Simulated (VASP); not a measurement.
# Ag (R-3m) in VASP: further runs, part 2 of 2

VASP 6.6.1. Earlier steps stand in the parts before.

## (4) Single point, PBE (strained)

INCAR

```
SYSTEM = Ag
PREC     = Accurate       ! precision mode
ENCUT    = 520            ! plane-wave cutoff, eV
EDIFF    = 1E-6           ! SCF threshold, eV
ISMEAR   = 0              ! smearing method
SIGMA    = 0.1            ! smearing width, eV
LREAL    = .FALSE.        ! projectors in reciprocal space
LASPH    = .TRUE.         ! aspherical terms in the spheres
NELM     = 60             ! most SCF steps
ALGO     = Normal         ! electronic algorithm
ISIF     = 2              ! what is computed and relaxed
LWAVE    = .FALSE.        ! write WAVECAR
LCHARG   = .FALSE.        ! write CHGCAR
GGA      = PE             ! functional
NBANDS   = 12             ! bands
```

KPOINTS

```
regular mesh
0
G
  18 18 18
  0 0 0
```

POSCAR

```
Ag
1.0
   -1.7965667119      1.7965667119      1.7965667119
    1.6641143919     -1.6641143919      1.5316620719
    1.6641143919      1.5316620719     -1.6641143919
Ag
1
Direct
    0.0000000000      0.0000000000      0.0000000000
```

Potentials or basis: VASP PAW PBE potentials, release 64 (Ag).

The run is started by

```sh
cat potpaw_PBE.64/Ag/POTCAR > POTCAR
mpirun -np 1 vasp_std > vasp.out
```

OUTCAR:

```text
SYSTEM = Ag
   PREC = Accurate
   ENCUT = 520
   EDIFF = 1E-6
   ISMEAR = 0
   LREAL = .FALSE.
   LASPH = .TRUE.
   NELM = 60
   ISIF = 2
   GGA = PE

 ion  position               nearest neighbor table
   1  0.000  0.000  0.000-

  LATTYP: Found a trigonal (rhomboedric) cell.
 ALAT       =     2.8079426848
 COS(alpha) =    -0.2953177305

  Lattice vectors:

 A1 = (  -1.6641143919,   1.6641143919,  -1.5316620719)
 A2 = (  -1.6641143919,  -1.5316620719,   1.6641143919)
 A3 = (   1.5316620719,   1.6641143919,   1.6641143919)

Analysis of symmetry for initial positions (statically):
=====================================================================
 Subroutine PRICEL returns:
 Original cell was already a primitive cell.

 Routine SETGRP: Setting up the symmetry group for a
 trigonal (rhombohedral) supercell.

 Subroutine GETGRP returns: Found 12 space group operations
 (whereof 12 operations were pure point group operations)
 out of a pool of 12 trial point group operations.

The static configuration has the point symmetry D_3d.

Analysis of symmetry for dynamics (positions and initial velocities):
=====================================================================
 Subroutine PRICEL returns:
 Original cell was already a primitive cell.

 Routine SETGRP: Setting up the symmetry group for a
 trigonal (rhombohedral) supercell.

 Subroutine GETGRP returns: Found 12 space group operations
 (whereof 12 operations were pure point group operations)
 out of a pool of 12 trial point group operations.

The dynamic configuration has the point symmetry D_3d.

 Subroutine INISYM returns: Found 12 space group operations
 (whereof 12 operations are pure point group operations),
 and found     1 'primitive' translations

----------------------------------------------------------------------------------------

                                     Primitive cell

[... 113 lines left out ...]
   GGA     = PE    functional components
   LHFCALC =     F    Hartree Fock is set to
   AEXX    =    0.0000 exact exchange contribution
   IVDW    =     0    specifies the selected vdW correction
   LEPSILON=     F    determine dielectric tensor
   LRPA    =     F    only Hartree local field effects (RPA)
 non-spin polarized calculation
 Gauss-broadening in eV      SIGMA  =   0.10
  energy-cutoff  :      520.00
  volume of cell :       18.35
 maximum number of plane-waves:       511
   NGX = 11   NGY = 11   NGZ = 11

 number of electron      11.0000001 magnetization

 Free energy of the ion-electron system (eV)
  ---------------------------------------------------
  ext. energy  EPLUGINS =         0.00000000
  ---------------------------------------------------
  free energy    TOTEN  =        -2.64486188 eV

  energy without entropy =       -2.64308841  energy(sigma->0) =       -2.64397515

 E-fermi :   7.5303     XC(G=0): -11.7691

 val. band max:        7.5124131139   @ k =   0.4444   0.2222   0.1111
 cond. band min:       7.5341350648   @ k =   0.5000  -0.3889   0.0556
 fundamental gap:      0.0217219510
 Fermi energy:         7.5302987971

 k-point     1 :       0.0000    0.0000    0.0000
  band No.  band energies     occupation
      1       0.2146      2.00000
      2       2.4321      2.00000
      3       2.4321      2.00000
      4       3.3126      2.00000
      5       4.0410      2.00000
      6       4.0410      2.00000
      7      24.2203      0.00000
      8      24.2203      0.00000
      9      26.6387      0.00000
     10      28.1371      0.00000
     11      30.4019      0.00000
     12      30.4019      0.00000
[... 331 lines left out ...]
 k-point    24 :      -0.2778    0.0556    0.0000
  band No.  band energies     occupation
      1       1.4833      2.00000
      2       2.2003      2.00000
      3       2.9187      2.00000
      4       3.9104      2.00000
      5       3.9834      2.00000
      6       4.1532      2.00000
      7      17.9977      0.00000
      8      22.1113      0.00000
      9      23.7783      0.00000
     10      26.9715      0.00000
     11      29.4063      0.00000
     12      30.3169      0.00000

 [... further k-points ...]

------------------------ aborting loop because EDIFF is reached ----------------------------------------

  FORCE on cell =-STRESS in cart. coord.  units (eV):
  Direction    XX          YY          ZZ          XY          YZ          ZX
  --------------------------------------------------------------------------------------
  -------------------------------------------------------------------------------------
  Total       -0.0652402     -0.0652402     -0.0652402      0.2790671     -0.2790671      0.2790671
  in kB       -5.6967794     -5.6967794     -5.6967794     24.3681776    -24.3681776     24.3681776
  external PRESSURE =      -5.6967794 kB  Pullay stress =       0.0000000 kB

 VOLUME and BASIS-vectors are now :
 -----------------------------------------------------------------------------
  energy-cutoff  :      520.00
  volume of cell :       18.35
      direct lattice vectors                 reciprocal lattice vectors
    -1.796566712  1.796566712  1.796566712     0.023069587  0.289843412  0.289843412
     1.664114392 -1.664114392  1.531662072     0.312913000  0.000000000  0.312913000
     1.664114392  1.531662072 -1.664114392     0.312913000  0.312913000  0.000000000

 POSITION                                       TOTAL-FORCE (eV/Angst)
 -----------------------------------------------------------------------------------
      0.00000      0.00000      0.00000        -0.000000     -0.000000     -0.000000
 -----------------------------------------------------------------------------------
    total drift:                               -0.000000      0.000000      0.000000

  FREE ENERGIE OF THE ION-ELECTRON SYSTEM (eV)
  ---------------------------------------------------
  free  energy   TOTEN  =        -2.6448618821 eV

  energy  without entropy=       -2.6430884122  energy(sigma->0) =       -2.64397515
```

OSZICAR:

```text
N       E                     dE             d eps       ncg     rms          rms(c)
DAV:   1     0.519101632401E+02    0.51910E+02   -0.54399E+03 14048   0.818E+02
DAV:   2    -0.206517437613E+01   -0.53975E+02   -0.51078E+02 16192   0.190E+02
DAV:   3    -0.287294332506E+01   -0.80777E+00   -0.80728E+00 16248   0.248E+01
DAV:   4    -0.287547780961E+01   -0.25345E-02   -0.25344E-02 15828   0.145E+00
DAV:   5    -0.287549932462E+01   -0.21515E-04   -0.21515E-04 16184   0.121E-01    0.439E+00
DAV:   6    -0.265313042082E+01    0.22237E+00   -0.91789E-01 15240   0.845E+00    0.296E+00
DAV:   7    -0.264721232125E+01    0.59181E-02   -0.65308E-03 15828   0.780E-01    0.171E+00
DAV:   8    -0.264484722699E+01    0.23651E-02   -0.75152E-04 15992   0.218E-01    0.710E-02
DAV:   9    -0.264485617046E+01   -0.89435E-05   -0.88808E-06 15452   0.235E-02    0.206E-02
DAV:  10    -0.264486222602E+01   -0.60556E-05   -0.45004E-06 16044   0.203E-02    0.424E-03
DAV:  11    -0.264486188212E+01    0.34389E-06   -0.82075E-08  7920   0.241E-03
   1 F= -.26448619E+01 E0= -.26439751E+01  d E =-.177347E-02
```

Wall time 1.7 min (1 thread of Intel Xeon 8259CL, shared host); peak memory 0.24 GiB.

What came out:

| Item | Value |
| --- | --- |
| Free energy | -2.6449 eV |
| Pressure | -0.6 GPa |
| Band gap on the k mesh | zero (an odd number of electrons rules out a gap without spin polarisation) |

Stress tensor (GPa, compression positive):
```
-0.57  2.44  2.44
 2.44 -0.57 -2.44
 2.44 -2.44 -0.57
```

Levels at points of the mesh, in eV from the Fermi level:
```csv
k point,band 2,band 3,band 4,band 5,band 6,band 7,band 8,band 9
"(0.00, 0.00, 0.00)",-5.10,-5.10,-4.22,-3.49,-3.49,16.69,16.69,19.11
"(0.50, 0.00, 0.00)",-5.60,-3.50,-3.37,-2.86,-0.35,2.99,13.53,14.50
"(0.00, 0.50, 0.00)",-5.40,-3.63,-3.62,-2.53,0.51,4.50,10.98,14.96
"(0.50, 0.50, 0.50)",-6.02,-3.38,-2.66,-2.66,6.60,6.60,6.96,11.95
```

Caveat: the cell differs from its parent crystal (strained).

## (5) Summary

```tsv
cell	gap on the mesh (eV)	pressure (GPa)
a = 2.850, b = 2.850, c = 2.542 Å, angles 107.3, 107.3, 111.6°, 1 atom	none	14.9
a = 2.797, b = 2.797, c = 3.100 Å, angles 111.7, 111.7, 107.2°, 1 atom	none	0.5
a = 3.112, b = 2.808, c = 2.808 Å, angles 107.2, 111.7, 111.7°, 1 atom	none	-0.6
```

Alike in all rows: task single point; level PBE; potentials or basis VASP PAW PBE potentials, release 64 (Ag); no spin polarisation; k mesh 18 × 18 × 18; cutoff (eV) 520; smearing gaussian 0.1 eV.

Caveats: the cell stands under pressure (at least some runs).

Absolute energies hang on the potentials; compare differences alone.
